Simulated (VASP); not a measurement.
# ScAl3 in VASP: notebook

Aim: see how the results for ScAl3 move with the level of theory and the settings. Levels: PBEsol, BLYP. Tasks: relaxation of the atoms, relaxation of cell and atoms.

Program: VASP 6.6.1. These are calculated values, not measurements. Logs are shortened: lines on timing, memory, paths and dates and some standing lists are left out, and cuts for length are marked.

## 1. The cell of the first run

It takes space group Cmmm (No. 65, orthorhombic). The conventional cell has a = 5.752 Å, b = 5.810 Å, c = 4.088 Å, α = 90.00°, β = 90.00°, γ = 90.00°. Within 3.8 Å of Sc (site symmetry mmm) lie 12 Al at 2.88 to 2.90 Å. Within 3.8 Å of Al (site symmetry mmm) lie 4 Sc at 2.88 to 2.90 Å and 8 Al at 2.89 Å. Within 3.8 Å of Al (site symmetry 2/m) lie 8 Al at 2.88 to 2.90 Å and 4 Sc at 2.89 Å.

## 2. Relaxation of the atoms, PBEsol

Input file INCAR:

```
PREC     = Accurate       # precision mode
ENCUT    = 520            # plane-wave cutoff, eV
EDIFF    = 1E-6           # SCF threshold, eV
ISMEAR   = -1             # smearing method
SIGMA    = 0.05           # smearing width, eV
LREAL    = False          # projectors in reciprocal space
LASPH    = True           # aspherical terms in the spheres
NELM     = 100            # most SCF steps
ALGO     = Normal         # electronic algorithm
ISIF     = 2              # what is computed and relaxed
LWAVE    = False          # write WAVECAR
LCHARG   = False          # write CHGCAR
GGA      = PS             # functional
IBRION   = 2              # ionic algorithm
NSW      = 60             # ionic steps
EDIFFG   = -0.01          # ionic threshold
```

Input file KPOINTS:

```
Automatic mesh
0
Gamma
  6 6 6
```

Input file POSCAR:

```
ScAl3
1.0
    4.0878065700     -0.0204390328      0.0000000000
   -0.0204390328      4.0878065700      0.0000000000
    0.0000000000      0.0000000000      4.0878065700
Sc Al
1 3
Direct
    0.0000000000      0.0000000000      0.0000000000
    0.5000000000      0.5000000000      0.0000000000
    0.0000000000      0.5000000000      0.5000000000
    0.5000000000      0.0000000000      0.5000000000
```

Potentials or basis: VASP PAW PBE potentials, release 64 (Sc_sv, Al).

On the command line:

```console
> cat potpaw_PBE.64/Sc_sv/POTCAR potpaw_PBE.64/Al/POTCAR > POTCAR
> mpirun -np 1 vasp_std > vasp.out
```

OUTCAR:

```text
PREC = Accurate
   ENCUT = 520
   EDIFF = 1E-6
   ISMEAR = -1
   LREAL = False
   LASPH = True
   NELM = 100
   ISIF = 2
   GGA = PS
   IBRION = 2
   NSW = 60
   EDIFFG = -0.01

 ion  position               nearest neighbor table
   1  0.000  0.000  0.000-   2 2.88   2 2.88   4 2.89   3 2.89   4 2.89   3 2.89   3 2.89   4 2.89
                             4 2.89   3 2.89   2 2.90   2 2.90
   2  0.500  0.500  0.000-   1 2.88   1 2.88   4 2.89   3 2.89   4 2.89   4 2.89   4 2.89   3 2.89
                             3 2.89   3 2.89   1 2.90   1 2.90
   3  0.000  0.500  0.500-   4 2.88   4 2.88   1 2.89   1 2.89   2 2.89   1 2.89   1 2.89   2 2.89
                             2 2.89   2 2.89   4 2.90   4 2.90
   4  0.500  0.000  0.500-   3 2.88   3 2.88   1 2.89   1 2.89   2 2.89   2 2.89   2 2.89   1 2.89
                             1 2.89   2 2.89   3 2.90   3 2.90

  LATTYP: Found a base centered orthorhombic cell.
 ALAT       =     5.7521263343
 B/A-ratio  =     1.0100502512
 C/A-ratio  =     0.7106600816

  Lattice vectors:

 A1 = (   4.0878065700,  -0.0204390328,   0.0000000000)
 A2 = (  -0.0204390328,   4.0878065700,   0.0000000000)
 A3 = (   0.0000000000,   0.0000000000,   4.0878065700)

Analysis of symmetry for initial positions (statically):
=====================================================================
 Subroutine PRICEL returns:
 Original cell was already a primitive cell.

 Routine SETGRP: Setting up the symmetry group for a
 base centered orthorhombic supercell.

 Subroutine GETGRP returns: Found  8 space group operations
 (whereof  8 operations were pure point group operations)
 out of a pool of  8 trial point group operations.

The static configuration has the point symmetry D_2h.

Analysis of symmetry for dynamics (positions and initial velocities):
=====================================================================
 Subroutine PRICEL returns:
 Original cell was already a primitive cell.

 Routine SETGRP: Setting up the symmetry group for a
 base centered orthorhombic supercell.

 Subroutine GETGRP returns: Found  8 space group operations
 (whereof  8 operations were pure point group operations)
 out of a pool of  8 trial point group operations.

The dynamic configuration has the point symmetry D_2h.

 Subroutine INISYM returns: Found  8 space group operations
 (whereof  8 operations are pure point group operations),
 and found     1 'primitive' translations

----------------------------------------------------------------------------------------

                                     Primitive cell

  volume of cell :      68.3062

  direct lattice vectors                    reciprocal lattice vectors
     4.087806570 -0.020439033  0.000000000     0.244636086  0.001223180  0.000000000
    -0.020439033  4.087806570  0.000000000     0.001223180  0.244636086  0.000000000
     0.000000000  0.000000000  4.087806570     0.000000000  0.000000000  0.244629970

  length of vectors
     4.087857667  4.087857667  4.087806570     0.244639144  0.244639144  0.244629970

  position of ions in fractional coordinates (direct lattice)
     0.000000000  0.000000000  0.000000000
     0.500000000  0.500000000  0.000000000
     0.000000000  0.500000000  0.500000000
     0.500000000  0.000000000  0.500000000

  ion indices of the primitive-cell ions
   primitive index   ion index
                 1           1
                 2           2
                 3           3
                 4           4

----------------------------------------------------------------------------------------

 KPOINTS: Automatic mesh

Automatic generation of k-mesh.
 Grid dimensions read from file:
 generate k-points for:    6    6    6

 Generating k-lattice:

  Cartesian coordinates                     Fractional coordinates (reciprocal lattice)
     0.040772681  0.000203863  0.000000000     0.166666667 -0.000000000  0.000000000
     0.000203863  0.040772681  0.000000000    -0.000000000  0.166666667  0.000000000
     0.000000000  0.000000000  0.040771662     0.000000000  0.000000000  0.166666667

  Length of vectors
     0.040773191  0.040773191  0.040771662

  Shift w.r.t. Gamma in fractional coordinates (k-lattice)
     0.000000000  0.000000000  0.000000000

 Subroutine IBZKPT returns following result:
 ===========================================

 Found     52 irreducible k-points:

 Following reciprocal coordinates:
            Coordinates               Weight
  0.000000  0.000000  0.000000      1.000000
  0.166667 -0.000000  0.000000      4.000000
  0.333333 -0.000000  0.000000      4.000000
  0.500000 -0.000000  0.000000      2.000000
  0.166667  0.166667  0.000000      2.000000
  0.333333  0.166667  0.000000      4.000000
[... 16 lines left out ...]
  0.333333  0.333333  0.166667      4.000000
  0.500000  0.333333  0.166667      8.000000
 [... further k-points ...]
   k-points           NKPTS =     52   k-points in BZ     NKDIM =     52   number of bands    NBANDS=     14
   number of dos      NEDOS =    301   number of ions     NIONS =      4
   total plane-waves  NPLWV =  27000
   dimension x,y,z NGX =    30 NGY =   30 NGZ =   30
   dimension x,y,z NGXF=    60 NGYF=   60 NGZF=   60
   ions per type =               1   3
   NGX,Y,Z   is equivalent  to a cutoff of  12.20, 12.20, 12.20 a.u.
   NGXF,Y,Z  is equivalent  to a cutoff of  24.40, 24.40, 24.40 a.u.
 SYSTEM =  unknown system
   PREC   = accura    normal or accurate (medium, high low for compatibility)
   ISTART =      0    job   : 0-new  1-cont  2-samecut
   ICHARG =      2    charge: 1-file 2-atom 10-const
   ISPIN  =      1    spin polarized calculation?
   LNONCOLLINEAR =      F non collinear calculations
   LSORBIT =      F    spin-orbit coupling
   LASPH  =      T    aspherical Exc in radial PAW
   ENCUT  =  520.0 eV  38.22 Ry    6.18 a.u.   7.60  7.60  7.60*2*pi/ulx,y,z
   NELM   =    100;   NELMIN=  2; NELMDL= -5     # of ELM steps
   EDIFF  = 0.1E-05   stopping-criterion for ELM
   LREAL  =      F    real-space projection
   EDIFFG = -.1E-01   stopping-criterion for IOM
   NSW    =     60    number of steps for IOM
   IBRION =      2    ionic relax: 0-MD 1-quasi-New 2-CG
   NFREE  =      1    steps in history (QN), initial steepest desc. (CG)
   ISIF   =      2    stress and relaxation
   ISYM   =      2    0-nonsym 1-usesym 2-fastsym
   POTIM  = 0.5000    time-step for ionic-motion
   TEBEG  =    0.0;   TEEND  =   0.0 temperature during run
   PSTRESS=    0.0 pullay stress
   NELECT =      20.0000    total number of electrons
   NUPDOWN=      -1.0000    fix difference up-down
   EMIN   =  10.00;   EMAX   =-10.00  energy-range for DOS
   EFERMI =   0.00;   METHOD = LEGACY
   ISMEAR =    -1;   SIGMA  =   0.05  broadening in eV -4-tet -1-fermi 0-gaus
   EFERMI_NEDOS =   21; number of points for ismear=-14 and -15
   IALGO  =     38    algorithm
   IMIX   =      4    mixing-type and parameters
     AMIX     =   0.40;   BMIX     =  1.00
     AMIX_MAG =   1.60;   BMIX_MAG =  1.00
  volume/ion in A,a.u.               =      17.08       115.24
  Fermi-wavevector in a.u.,A,eV,Ry     =   1.087088  2.054299 16.078831  1.181761
  Thomas-Fermi vector in A             =   2.223240
   LORBIT       =      0    0 simple, 1 ext, 2 COOP (PROOUT), +10 PAW based schemes
   GGA     = PS    functional components
   LHFCALC =     F    Hartree Fock is set to
   AEXX    =    0.0000 exact exchange contribution
   IVDW    =     0    specifies the selected vdW correction
   LEPSILON=     F    determine dielectric tensor
   LRPA    =     F    only Hartree local field effects (RPA)
 conjugate gradient relaxation of ions
 non-spin polarized calculation
  energy-cutoff  :      520.00
  volume of cell :       68.31
 maximum number of plane-waves:      1856
   NGX = 15   NGY = 15   NGZ = 15

 number of electron      19.9999996 magnetization

 Free energy of the ion-electron system (eV)
  ---------------------------------------------------
  ext. energy  EPLUGINS =         0.00000000
  ---------------------------------------------------
  free energy    TOTEN  =       -20.75546126 eV

  energy without entropy =      -20.73921866  energy(sigma->0) =      -20.74733996

 E-fermi :   7.3202     XC(G=0): -10.4988

 val. band max:        7.3172690931   @ k =   0.1667  -0.0000   0.1667
 cond. band min:       7.3270647781   @ k =   0.1667   0.1667   0.0000
 fundamental gap:      0.0097956850
 Fermi energy:         7.3202144693

 k-point     1 :       0.0000    0.0000    0.0000
  band No.  band energies     occupation
      1     -41.5440      2.00000
      2     -20.3439      2.00000
      3     -20.3433      2.00000
      4     -20.3421      2.00000
      5      -2.8181      2.00000
      6       4.5729      2.00000
      7       4.5735      2.00000
      8       5.3754      2.00000
      9       5.4023      2.00000
     10       5.4299      2.00000
     11       8.4225      0.00000
     12       8.4930      0.00000
     13       8.5009      0.00000
     14       8.5049      0.00000

 k-point     2 :       0.1667   -0.0000    0.0000
  band No.  band energies     occupation
      1     -41.5437      2.00000
      2     -20.3514      2.00000
      3     -20.3426      2.00000
      4     -20.3422      2.00000
      5      -2.5625      2.00000
      6       3.0455      2.00000
      7       4.7708      2.00000
      8       5.4292      2.00000
      9       5.4300      2.00000
     10       6.3342      2.00000
     11       8.3668      0.00000
     12       8.3694      0.00000
     13       8.5740      0.00000
     14       9.3543      0.00000
[... 343 lines left out ...]
      1     -41.5417      2.00000
      2     -20.3646      2.00000
      3     -20.3632      2.00000
      4     -20.3470      2.00000
      5      -0.6616      2.00000
      6       2.0686      2.00000
      7       2.2510      2.00000
      8       4.6473      2.00000
      9       4.8805      2.00000
     10       6.2284      2.00000
     11       7.8287      0.00008
     12       8.8327      0.00000
     13       9.3579      0.00000
     14      10.1905      0.00000

 k-point    24 :       0.5000    0.3333    0.1667
  band No.  band energies     occupation
      1     -41.5414      2.00000
      2     -20.3718      2.00000
      3     -20.3627      2.00000
      4     -20.3462      2.00000
      5       0.0589      2.00000
      6       1.0680      2.00000
      7       2.7371      2.00000
      8       4.0472      2.00000
      9       5.1619      2.00000
     10       5.9286      2.00000
     11       7.2950      1.24682
     12       9.1024      0.00000
     13       9.6081      0.00000
     14      10.5504      0.00000

 [... further k-points ...]
[... 5 lines left out ...]
  --------------------------------------------------------------------------------------
  -------------------------------------------------------------------------------------
  Total       -0.4298544     -0.4298544     -0.4203513      0.2150796      0.0000000      0.0000000
  in kB      -10.0825822    -10.0825822     -9.8596812      5.0448661      0.0000000      0.0000000
  external PRESSURE =     -10.0082819 kB  Pullay stress =       0.0000000 kB

 VOLUME and BASIS-vectors are now :
 -----------------------------------------------------------------------------
  energy-cutoff  :      520.00
  volume of cell :       68.31
      direct lattice vectors                 reciprocal lattice vectors
     4.087806570 -0.020439033  0.000000000     0.244636086  0.001223180  0.000000000
    -0.020439033  4.087806570  0.000000000     0.001223180  0.244636086  0.000000000
     0.000000000  0.000000000  4.087806570     0.000000000  0.000000000  0.244629970

 POSITION                                       TOTAL-FORCE (eV/Angst)
 -----------------------------------------------------------------------------------
      0.00000      0.00000      0.00000         0.000000      0.000000      0.000000
      2.03368      2.03368      0.00000        -0.000000      0.000000      0.000000
     -0.01022      2.04390      2.04390         0.000000      0.000000      0.000000
      2.04390     -0.01022      2.04390         0.000000      0.000000      0.000000
 -----------------------------------------------------------------------------------
    total drift:                               -0.000000     -0.000000      0.000000

  FREE ENERGIE OF THE ION-ELECTRON SYSTEM (eV)
  ---------------------------------------------------
  free  energy   TOTEN  =       -20.7554612567 eV

  energy  without entropy=      -20.7392186617  energy(sigma->0) =      -20.74733996

 reached required accuracy - stopping structural energy minimisation
```

Wall time 27 s (1 thread of Intel Xeon Platinum 8559C (Emerald Rapids), shared host); peak memory 0.19 GiB.

What came out:

```yaml
Free_energy: -20.7555 eV
Pressure_after_relaxing: -1.0 GPa
Band_gap_on_the_k_mesh: zero (bands 10 and 11 overlap by 3.79 eV)
```

Final structure:
```cif
data_structure
_symmetry_space_group_name_H-M 'P 1'
_symmetry_Int_Tables_number 1
_cell_length_a 4.0879
_cell_length_b 4.0879
_cell_length_c 4.0878
_cell_angle_alpha 90.000
_cell_angle_beta 90.000
_cell_angle_gamma 90.573
_cell_volume 68.31
loop_
_atom_site_label
_atom_site_type_symbol
_atom_site_fract_x
_atom_site_fract_y
_atom_site_fract_z
_atom_site_occupancy
Sc1 Sc 0.00000 0.00000 0.00000 1
Al1 Al 0.50000 0.50000 0.00000 1
Al2 Al 0.00000 0.50000 0.50000 1
Al3 Al 0.50000 0.00000 0.50000 1
```

Levels at points of the mesh, in eV from the Fermi level:
| k point | band 7 | band 8 | band 9 | band 10 | band 11 | band 12 | band 13 | band 14 |
| --- | --- | --- | --- | --- | --- | --- | --- | --- |
| (0.00, 0.00, 0.00) | -2.75 | -1.94 | -1.92 | -1.89 | 1.10 | 1.17 | 1.18 | 1.18 |
| (0.50, 0.00, 0.00) | -1.83 | -1.83 | -1.61 | 0.73 | 0.89 | 0.92 | 1.24 | 1.51 |
| (0.50, 0.50, 0.00) | -5.68 | -4.49 | -0.68 | -0.64 | 1.10 | 1.25 | 1.94 | 2.37 |
| (0.00, 0.00, 0.50) | -1.85 | -1.81 | -1.61 | 0.76 | 0.89 | 0.90 | 1.23 | 1.51 |
| (0.50, 0.00, 0.50) | -5.74 | -4.49 | -0.66 | -0.66 | 1.10 | 1.25 | 1.94 | 2.37 |
| (0.50, 0.50, 0.50) | -4.85 | -4.58 | -3.11 | -3.07 | -3.02 | 0.79 | 2.48 | 2.48 |

Caveat: the relaxation stopped at its first step, so nothing moved; the PAW data sets were made with another functional, which shifts forces and pressure a little.

## 3. Relaxation of cell and atoms, BLYP

Input file INCAR:

```
AGGAC    = 1.0          
AGGAX    = 1.0          
ALDAC    = 0.0          
ALDAX    = 1.0          
ALGO     = Normal         # electronic algorithm
EDIFF    = 1E-6           # SCF threshold, eV
EDIFFG   = -0.01          # ionic threshold
ENCUT    = 600            # plane-wave cutoff, eV
GGA      = B5             # functional
IBRION   = 2              # ionic algorithm
ISIF     = 3              # what is computed and relaxed
ISMEAR   = -1             # smearing method
LASPH    = T              # aspherical terms in the spheres
LCHARG   = F              # write CHGCAR
LREAL    = F              # projectors in reciprocal space
LWAVE    = F              # write WAVECAR
NELM     = 80             # most SCF steps
NSW      = 60             # ionic steps
PREC     = Accurate       # precision mode
SIGMA    = 0.05           # smearing width, eV
```

Input file KPOINTS:

```
k-points
0
Gamma
  7 7 7
```

Edit POSCAR of step 2 so:

```diff
@@ -2,4 +2,4 @@
 1.0
-    4.0878065700     -0.0204390328      0.0000000000
-   -0.0204390328      4.0878065700      0.0000000000
+    4.0878065700      0.0000000000      0.0000000000
+    0.0000000000      4.0878065700      0.0000000000
     0.0000000000      0.0000000000      4.0878065700
```

Potentials or basis: VASP PAW PBE potentials, release 64 (Sc_sv, Al).

On the command line:

```console
> cat potpaw_PBE.64/Sc_sv/POTCAR potpaw_PBE.64/Al/POTCAR > POTCAR
> mpirun -np 1 vasp_std > vasp.out
```

It took 2 min on 1 thread of Intel Xeon 8259CL, shared host; peak memory 0.22 GiB.

It converged, with:

```
Free energy                           : -15.3016 eV
Relaxed volume                        : 17.90 Å³/atom
Relaxed cell                          : a = 4.152 Å, b = 4.152 Å, c = 4.152 Å, α = 90.00°, β = 90.00°, γ = 90.00°
Space group after relaxing (to 0.1 Å) : Pm-3m (No. 221)
Energy gained by relaxing             : 9.7 meV/atom
Ionic steps                           : 3
Pressure after relaxing               : 0.0 GPa
Band gap on the k mesh                : zero (bands 10 and 11 overlap by 3.17 eV)
```

Step by step:
| step | energy change (eV) | largest force (eV/Å) | pressure (GPa) | volume (Å³) |
| --- | --- | --- | --- | --- |
| 1 | 0.0000 | 0.0000 | 3.94 | 68.31 |
| 2 | -0.0361 | 0.0000 | -0.97 | 72.55 |
| 3 | -0.0389 | 0.0000 | 0.00 | 71.60 |

Final structure:
```
Sc Al
1.0
     4.15239    0.00000    0.00000
     0.00000    4.15239    0.00000
     0.00000    0.00000    4.15239
Sc Al
1 3
Direct
  0.00000 0.00000 0.00000
  0.50000 0.50000 0.00000
  0.00000 0.50000 0.50000
  0.50000 0.00000 0.50000
```

Levels at points of the mesh, in eV from the Fermi level:
```tsv
k point	band 7	band 8	band 9	band 10	band 11	band 12	band 13	band 14
(0.00, 0.00, 0.00)	-2.49	-1.68	-1.68	-1.68	1.29	1.29	1.29	1.65
```

Caveat: the PAW data sets were made with another functional, which shifts forces and pressure a little.
